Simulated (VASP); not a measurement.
## Al6Co5Ni: single point with PBE

Crystal: Al6Co5Ni.

```
Al Co Ni
1.0
     4.02355    0.00000    0.00000
     0.00000    4.02355    0.00000
     0.00000    0.00000    8.69137
Al Co Ni
6 5 1
Direct
  0.00000 0.50000 0.83136
  0.00000 0.50000 0.16864
  0.00000 0.50000 0.50000
  0.50000 0.00000 0.83136
  0.50000 0.00000 0.16864
  0.50000 0.00000 0.50000
  0.00000 0.00000 0.66618
  0.00000 0.00000 0.33382
  0.50000 0.50000 0.66730
  0.50000 0.50000 0.00000
  0.50000 0.50000 0.33270
  0.00000 0.00000 0.00000
```

```
Program                : VASP 6.6.1
Task                   : single point
Functional             : PBE
Potentials or basis    : VASP PAW PBE potentials, release 64 (Al, Co, Ni)
Cutoff                 : 520 eV
k mesh                 : 4 × 4 × 2
Occupations            : gaussian, width 0.1 eV
Spin                   : collinear spin, ferromagnetic start
Starting moments       : [0.0, 0.0, 0.0, 0.0, 0.0, 0.0, 3.0, 3.0, 3.0, 3.0, 3.0, 2.0] μB
Dipole correction      : no
Further INCAR settings : ALGO = Normal; EDIFF = 1e-06; NBANDS = 52
```

```yaml
Pressure: -0.2 GPa
Largest_force: 0.013 eV/Å
Net_moment: 0.78 μB per cell
Site_moments: Al -0.00; Co +0.02, +0.23, +0.35 (each value once); Ni +0.04 μB
Valence_electrons_inside_the_program's_atomic_spheres: Al 0.81, 0.82 (each value once); Co 8.44, 8.43, 8.42 (each value once); Ni 9.46
```

Forces in eV/Å, atoms in the order of the input:
```
Al   0.000  0.000 -0.002
Al   0.000  0.000  0.002
Al   0.000  0.000  0.000
Al   0.000  0.000 -0.002
Al   0.000  0.000  0.002
Al   0.000  0.000  0.000
Co   0.000  0.000 -0.008
Co   0.000  0.000  0.008
Co   0.000  0.000 -0.013
Co   0.000  0.000  0.000
Co   0.000  0.000  0.013
Ni   0.000  0.000  0.000
```

Stress tensor (GPa, compression positive):
```
-0.16  0.00  0.00
 0.00 -0.16  0.00
 0.00  0.00 -0.30
```

Levels at points of the mesh, in eV from the Fermi level:
Spin up:
```tsv
k point	band 35	band 36	band 37	band 38	band 39	band 40
(0.00, 0.00, 0.00)	-0.25	0.12	0.39	0.94	0.94	0.99
(0.50, 0.00, 0.00)	-1.32	-1.26	1.33	1.43	1.55	1.57
(0.50, 0.50, 0.00)	-0.83	-0.83	-0.57	-0.36	-0.09	-0.01
(0.00, 0.00, 0.50)	-0.50	-0.26	-0.25	-0.20	2.17	2.26
(0.50, 0.00, 0.50)	-0.75	-0.74	-0.10	-0.08	2.06	2.18
(0.50, 0.50, 0.50)	-0.93	-0.93	-0.65	-0.55	-0.23	0.00
```
Spin down:
```csv
k point,band 34,band 35,band 36,band 37,band 38,band 39
"(0.00, 0.00, 0.00)",-0.11,-0.09,0.42,0.59,0.96,0.96
"(0.50, 0.00, 0.00)",-1.22,-1.14,-1.11,1.37,1.56,1.63
"(0.50, 0.50, 0.00)",-1.22,-0.75,-0.75,-0.18,-0.06,0.14
"(0.00, 0.00, 0.50)",-0.38,-0.32,-0.11,-0.09,0.24,2.26
"(0.50, 0.00, 0.50)",-1.30,-0.76,-0.63,-0.04,0.41,2.09
"(0.50, 0.50, 0.50)",-1.02,-0.87,-0.87,-0.37,-0.19,0.05
```

Wall time 7.1 min on 1 thread of Oxide Virtual Turin-like Processor, with other jobs on the host, peak memory 0.32 GiB.

Caveat: the k points lie up to 0.39 Å⁻¹ apart.
